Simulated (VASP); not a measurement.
# Ni in VASP: a series of runs

Runs on Ni. Level: PBEsol. Tasks: single point.

All numbers are computed with VASP 6.6.1; they aren't measurements. Logs are shortened: lines on timing, memory, paths and dates and some standing lists are left out, and cuts for length are marked.

## Step 1: The cell of the first run

The cell holds a slab with vacuum, 6 atoms: a = 2.450 Å, b = 2.450 Å, c = 26.001 Å, α = 90.00°, β = 90.00°, γ = 120.00°.

## Step 2: Single point, PBEsol, collinear spin, ferromagnetic start

INCAR

```
SYSTEM = Ni
PREC = Accurate
ENCUT = 520
EDIFF = 1E-6
ISMEAR = -1
SIGMA = 0.1
LREAL = .FALSE.
LASPH = .TRUE.
NELM = 150
ALGO = Normal
ISIF = 2
LWAVE = .FALSE.
LCHARG = .FALSE.
ISPIN = 2
MAGMOM = 1 1 1 1 1 1
LORBIT = 11
LMAXMIX = 4
LDIPOL = .TRUE.
IDIPOL = 3
DIPOL = 0.5 0.5 0.500
GGA = PS
NBANDS = 43
```

KPOINTS

```
regular mesh
0
G
  15 15 1
  0 0 0
```

POSCAR

```
Ni
1.0
    2.4497645824      0.0000000000      0.0000000000
   -1.2248822912      2.1215583616      0.0000000000
    0.0000000000      0.0000000000     26.0011000000
Ni
6
Direct
    0.1666666667      0.3333333333      0.3087148057
    0.5000000000      1.0000000000      0.3846019403
    0.8333333333      0.6666666667      0.4615090077
    0.1666666667      0.3333333333      0.5384906288
    0.5000000000      1.0000000000      0.6153980350
    0.8333333333      0.6666666667      0.6912855818
```

Potentials or basis: VASP PAW PBE potentials, release 64 (Ni).

Launch:

```console
$ cat potpaw_PBE.64/Ni/POTCAR > POTCAR
$ mpirun -np 1 vasp_std > vasp.out
```

OUTCAR:

```text
SYSTEM = Ni
   PREC = Accurate
   ENCUT = 520
   EDIFF = 1E-6
   ISMEAR = -1
   LREAL = .FALSE.
   LASPH = .TRUE.
   NELM = 150
   ISIF = 2
   ISPIN = 2
   LORBIT = 11
   GGA = PS

 ion  position               nearest neighbor table
   1  0.167  0.333  0.309-   2 2.43   2 2.43   2 2.43
   2  0.500  0.000  0.385-   1 2.43   1 2.43   1 2.43   3 2.45   3 2.45   3 2.45
   3  0.833  0.667  0.462-   2 2.45   2 2.45   2 2.45   4 2.45   4 2.45   4 2.45
   4  0.167  0.333  0.538-   5 2.45   5 2.45   5 2.45   3 2.45   3 2.45   3 2.45
   5  0.500  0.000  0.615-   6 2.43   6 2.43   6 2.43   4 2.45   4 2.45   4 2.45
   6  0.833  0.667  0.691-   5 2.43   5 2.43   5 2.43

  LATTYP: Found a hexagonal cell.
 ALAT       =     2.4497645824
 C/A-ratio  =    10.6137137367

  Lattice vectors:

 A1 = (   2.4497645824,   0.0000000000,   0.0000000000)
 A2 = (  -1.2248822912,   2.1215583616,   0.0000000000)
 A3 = (   0.0000000000,   0.0000000000,  26.0011000000)

Analysis of symmetry for initial positions (statically):
=====================================================================
 Subroutine PRICEL returns:
 Original cell was already a primitive cell.

 Routine SETGRP: Setting up the symmetry group for a
 hexagonal supercell.

 Subroutine GETGRP returns: Found 12 space group operations
 (whereof  4 operations were pure point group operations)
 out of a pool of 24 trial point group operations.

The static configuration has the point symmetry C_2h.
 The point group associated with its full space group is D_3d.

Analysis of symmetry for dynamics (positions and initial velocities):
=====================================================================
 Subroutine PRICEL returns:
 Original cell was already a primitive cell.

 Routine SETGRP: Setting up the symmetry group for a
 hexagonal supercell.

 Subroutine GETGRP returns: Found 12 space group operations
 (whereof  4 operations were pure point group operations)
 out of a pool of 24 trial point group operations.

The dynamic configuration has the point symmetry C_2h.
 The point group associated with its full space group is D_3d.

Analysis of structural, dynamic, and magnetic symmetry:
=====================================================================
 Subroutine PRICEL returns:
 Original cell was already a primitive cell.

 Routine SETGRP: Setting up the symmetry group for a
 hexagonal supercell.

 Subroutine GETGRP returns: Found 12 space group operations
 (whereof  4 operations were pure point group operations)
 out of a pool of 24 trial point group operations.

The overall configuration has the point symmetry C_2h.
 The point group associated with its full space group is D_3d.

 Subroutine INISYM returns: Found 12 space group operations
 (whereof  4 operations are pure point group operations),
 and found     1 'primitive' translations

----------------------------------------------------------------------------------------

                                     Primitive cell

  volume of cell :     135.1360

  direct lattice vectors                    reciprocal lattice vectors
     2.449764582  0.000000000  0.000000000     0.408202489  0.235675817  0.000000000
    -1.224882291  2.121558362  0.000000000     0.000000000  0.471351634  0.000000000
     0.000000000  0.000000000 26.001100000     0.000000000  0.000000000  0.038459911

  length of vectors
     2.449764582  2.449764582 26.001100000     0.471351634  0.471351634  0.038459911

  position of ions in fractional coordinates (direct lattice)
     0.166666667  0.333333333  0.308714806
     0.500000000  0.000000000  0.384601940
     0.833333333  0.666666667  0.461509008
     0.166666667  0.333333333  0.538490629
     0.500000000  0.000000000  0.615398035
     0.833333333  0.666666667  0.691285582

  ion indices of the primitive-cell ions
   primitive index   ion index
                 1           1
                 2           2
                 3           3
                 4           4
                 5           5
[... 54 lines left out ...]
 [... further k-points ...]
   k-points           NKPTS =     27   k-points in BZ     NKDIM =     27   number of bands    NBANDS=     43
   number of dos      NEDOS =    301   number of ions     NIONS =      6
   total plane-waves  NPLWV =  63504
   dimension x,y,z NGX =    18 NGY =   18 NGZ =  196
   dimension x,y,z NGXF=    36 NGYF=   36 NGZF=  392
   ions per type =               6
   NGX,Y,Z   is equivalent  to a cutoff of  12.22, 12.22, 12.53 a.u.
   NGXF,Y,Z  is equivalent  to a cutoff of  24.43, 24.43, 25.06 a.u.
 SYSTEM =  Ni
   PREC   = accura    normal or accurate (medium, high low for compatibility)
   ISTART =      0    job   : 0-new  1-cont  2-samecut
   ICHARG =      2    charge: 1-file 2-atom 10-const
   ISPIN  =      2    spin polarized calculation?
   LNONCOLLINEAR =      F non collinear calculations
   LSORBIT =      F    spin-orbit coupling
   LASPH  =      T    aspherical Exc in radial PAW
   ENCUT  =  520.0 eV  38.22 Ry    6.18 a.u.   4.55  4.55 48.34*2*pi/ulx,y,z
   NELM   =    150;   NELMIN=  2; NELMDL= -5     # of ELM steps
   EDIFF  = 0.1E-05   stopping-criterion for ELM
   LREAL  =      F    real-space projection
   EDIFFG = 0.1E-04   stopping-criterion for IOM
   NSW    =      0    number of steps for IOM
   IBRION =     -1    ionic relax: 0-MD 1-quasi-New 2-CG
   NFREE  =      0    steps in history (QN), initial steepest desc. (CG)
   ISIF   =      2    stress and relaxation
   ISYM   =      2    0-nonsym 1-usesym 2-fastsym
   POTIM  = 0.5000    time-step for ionic-motion
   TEBEG  =    0.0;   TEEND  =   0.0 temperature during run
   PSTRESS=    0.0 pullay stress
   NELECT =      60.0000    total number of electrons
   NUPDOWN=      -1.0000    fix difference up-down
   EMIN   =  10.00;   EMAX   =-10.00  energy-range for DOS
   EFERMI =   0.00;   METHOD = LEGACY
   ISMEAR =    -1;   SIGMA  =   0.10  broadening in eV -4-tet -1-fermi 0-gaus
   EFERMI_NEDOS =   21; number of points for ismear=-14 and -15
   IALGO  =     38    algorithm
   IMIX   =      4    mixing-type and parameters
     AMIX     =   0.40;   BMIX     =  1.00
     AMIX_MAG =   1.60;   BMIX_MAG =  1.00
  volume/ion in A,a.u.               =      22.52       151.99
  Fermi-wavevector in a.u.,A,eV,Ry     =   1.248921  2.360118 21.222410  1.559803
  Thomas-Fermi vector in A             =   2.382985
   LORBIT       =     11    0 simple, 1 ext, 2 COOP (PROOUT), +10 PAW based schemes
   GGA     = PS    functional components
   LHFCALC =     F    Hartree Fock is set to
   AEXX    =    0.0000 exact exchange contribution
   IVDW    =     0    specifies the selected vdW correction
   LEPSILON=     F    determine dielectric tensor
   LRPA    =     F    only Hartree local field effects (RPA)
 spin polarized calculation
  energy-cutoff  :      520.00
  volume of cell :      135.14
 maximum number of plane-waves:      3690
   NGX =  9   NGY =  9   NGZ = 97

 dipolmoment           0.000000      0.000000     -0.000000 electrons x Angstroem

 number of electron      59.9999954 magnetization       3.7907554

 dipolmoment           0.000000      0.000000      0.000078 electrons x Angstroem

 Free energy of the ion-electron system (eV)
  ---------------------------------------------------
  ext. energy  EPLUGINS =         0.00000000
  ---------------------------------------------------
  free energy    TOTEN  =       -35.48943566 eV

  energy without entropy =      -35.15214786  energy(sigma->0) =      -35.32079176

 E-fermi :   1.7870     XC(G=0):  -7.0442

 val. band max:        1.7837465535   @ k =   0.4000   0.0000   0.0000
 cond. band min:       1.7934478117   @ k =   0.4000   0.1333   0.0000
 fundamental gap:      0.0097012582
 Fermi energy:         1.7870248067

 spin component 1

 k-point     1 :       0.0000    0.0000    0.0000
  band No.  band energies     occupation
      1      -7.3639      1.00000
      2      -6.6770      1.00000
      3      -5.5904      1.00000
      4      -4.3743      1.00000
      5      -3.5462      1.00000
      6      -3.3208      1.00000
[... 1069 lines left out ...]
     41      11.3126      0.00000
     42      11.4678      0.00000

 [... further k-points ...]

 spin component 2

 k-point     1 :       0.0000    0.0000    0.0000
  band No.  band energies     occupation
      1      -7.3717      1.00000
      2      -6.6816      1.00000
      3      -5.5832      1.00000
      4      -4.3094      1.00000
      5      -3.3131      1.00000
      6      -2.9483      1.00000
[... 1069 lines left out ...]
     41      11.4786      0.00000
     42      11.6410      0.00000

 [... further k-points ...]

 [bands above 42 left out]

------------------------ aborting loop because EDIFF is reached ----------------------------------------

 vacuum level on the upper side and lower side of the slab       (xc-potential included)         0.008         0.005

  FORCE on cell =-STRESS in cart. coord.  units (eV):
  Direction    XX          YY          ZZ          XY          YZ          ZX
  --------------------------------------------------------------------------------------
  -------------------------------------------------------------------------------------
  Total       -1.5875475     -1.5875475     -0.0054797      0.0000000      0.0000000      0.0000000
  in kB      -18.8220209    -18.8220209     -0.0649681      0.0000000      0.0000000      0.0000000
  external PRESSURE =     -12.5696700 kB  Pullay stress =       0.0000000 kB

 VOLUME and BASIS-vectors are now :
 -----------------------------------------------------------------------------
  energy-cutoff  :      520.00
  volume of cell :      135.14
      direct lattice vectors                 reciprocal lattice vectors
     2.449764582  0.000000000  0.000000000     0.408202489  0.235675817  0.000000000
    -1.224882291  2.121558362  0.000000000     0.000000000  0.471351634  0.000000000
     0.000000000  0.000000000 26.001100000     0.000000000  0.000000000  0.038459911

 POSITION                                       TOTAL-FORCE (eV/Angst)
 -----------------------------------------------------------------------------------
      0.00000      0.70719      8.02692         0.000000     -0.000000     -0.003310
      1.22488      0.00000     10.00007        -0.000000      0.000000      0.004966
      1.22488      1.41437     11.99974         0.000000      0.000000     -0.000524
      0.00000      0.70719     14.00135         0.000000      0.000000      0.000524
      1.22488      0.00000     16.00103        -0.000000      0.000000     -0.004966
      1.22488      1.41437     17.97419         0.000000      0.000000      0.003310
 -----------------------------------------------------------------------------------
    total drift:                                0.000000     -0.000000      0.013235

  FREE ENERGIE OF THE ION-ELECTRON SYSTEM (eV)
  ---------------------------------------------------
  free  energy   TOTEN  =       -35.4894356633 eV

  energy  without entropy=      -35.1521478645  energy(sigma->0) =      -35.32079176

 vacuum level on the upper side and lower side of the slab         7.009         7.006

 total charge

# of ion       s       p       d       tot
------------------------------------------
    1        0.512   0.424   8.318   9.253
    2        0.519   0.548   8.336   9.403
    3        0.521   0.544   8.334   9.399
    4        0.521   0.544   8.334   9.399
    5        0.519   0.548   8.336   9.403
    6        0.512   0.424   8.318   9.253
--------------------------------------------------
tot          3.103   3.032  49.977  56.112

 magnetization (x)

# of ion       s       p       d       tot
------------------------------------------
    1       -0.005  -0.023   0.682   0.654
    2       -0.006  -0.024   0.685   0.654
    3       -0.006  -0.024   0.642   0.612
    4       -0.006  -0.024   0.642   0.612
    5       -0.006  -0.024   0.685   0.654
    6       -0.005  -0.023   0.682   0.654
--------------------------------------------------
tot         -0.037  -0.142   4.018   3.839
```

It took 12 min on 1 thread of Intel Xeon Platinum 8259CL at 2.50GHz (Skylake/Cascade Lake), shared host; peak memory 0.42 GiB.

What came out:

| Quantity | Value |
| --- | --- |
| Free energy | -35.4894 eV |
| Largest force | 0.005 eV/Å |
| Net moment | 3.79 μB per cell |
| Site moments | Ni +0.65, +0.61 (each value once) μB |
| Valence electrons inside the program's atomic spheres | Ni 9.25, 9.40 (each value once) |

Forces in eV/Å, atoms in the order of the input:
```
Ni   0.000  0.000 -0.003
Ni   0.000  0.000  0.005
Ni   0.000  0.000 -0.001
Ni   0.000  0.000  0.001
Ni   0.000  0.000 -0.005
Ni   0.000  0.000  0.003
```

Levels at points of the mesh, in eV from the Fermi level:
Spin up:
| k point | band 29 | band 30 | band 31 | band 32 | band 33 | band 34 | band 35 | band 36 |
| --- | --- | --- | --- | --- | --- | --- | --- | --- |
| (0.00, 0.00, 0.00) | -1.18 | -0.91 | -0.91 | -0.68 | -0.68 | -0.58 | -0.58 | -0.34 |
Spin down:
```csv
k point,band 25,band 26,band 27,band 28,band 29,band 30
"(0.00, 0.00, 0.00)",-0.69,-0.66,-0.66,-0.51,-0.51,-0.25
```

Caveat: the PAW data sets were made with another functional, which shifts forces and pressure a little.

## Step 3: Single point, PBEsol, collinear spin, ferromagnetic start

INCAR

```
SYSTEM = Ni
  ALGO = Normal
  DIPOL = 0.5 0.5 0.500
  EDIFF = 1E-6
  ENCUT = 520
  GGA = PS
  IDIPOL = 3
  ISIF = 2
  ISMEAR = -1
  ISPIN = 2
  LASPH = .TRUE.
  LCHARG = .FALSE.
  LDIPOL = .TRUE.
  LMAXMIX = 4
  LORBIT = 11
  LREAL = .FALSE.
  LWAVE = .FALSE.
  MAGMOM = 1 1 1 1 1 1
  NBANDS = 43
  NELM = 150
  PREC = Accurate
  SIGMA = 0.1
```

KPOINTS

```
k-points
0
G
  15 15 1
  0 0 0
```

POSCAR

```
Ni
1.0
    2.4497647886      0.0000000000      0.0000000000
   -1.2248823943      2.1215585402      0.0000000000
    0.0000000000      0.0000000000     26.0011000000
Ni
6
Direct
    0.1666666667      0.3333333333      0.3087123826
    0.5000000000      1.0000000000      0.3846003367
    0.8333333333      0.6666666667      0.4615080616
    0.1666666667      0.3333333333      0.5384917694
    0.5000000000      1.0000000000      0.6153997521
    0.8333333333      0.6666666667      0.6912876969
```

Potentials or basis: VASP PAW PBE potentials, release 64 (Ni).

Launch:

```console
$ cat potpaw_PBE.64/Ni/POTCAR > POTCAR
$ mpirun -np 1 vasp_std > vasp.out
```

Run time: 14 min. Hardware: 1 thread of Intel Xeon Platinum 8259CL at 2.50GHz (Skylake/Cascade Lake), shared host; peak memory 0.41 GiB.

Results (log left out):

* Free energy: -35.4894 eV
* Largest force: 0.005 eV/Å
* Net moment: 3.79 μB per cell
* Site moments: Ni +0.65, +0.61 (each value once) μB
* Valence electrons inside the program's atomic spheres: Ni 9.25, 9.40 (each value once)

Forces on the atoms (eV/Å):
```
Ni   0.000  0.000 -0.003
Ni   0.000  0.000  0.005
Ni   0.000  0.000  0.000
Ni   0.000  0.000  0.000
Ni   0.000  0.000 -0.005
Ni   0.000  0.000  0.003
```

Levels at points of the mesh, in eV from the Fermi level:
Spin up:
```tsv
k point	band 30	band 31	band 32	band 33	band 34	band 35
(0.00, 0.00, 0.00)	-0.91	-0.91	-0.68	-0.68	-0.58	-0.58
```
Spin down:
| k point | band 24 | band 25 | band 26 | band 27 | band 28 | band 29 | band 30 | band 31 |
| --- | --- | --- | --- | --- | --- | --- | --- | --- |
| (0.00, 0.00, 0.00) | -0.69 | -0.69 | -0.66 | -0.66 | -0.51 | -0.51 | -0.25 | -0.23 |

Caveat: the PAW data sets were made with another functional, which shifts forces and pressure a little.
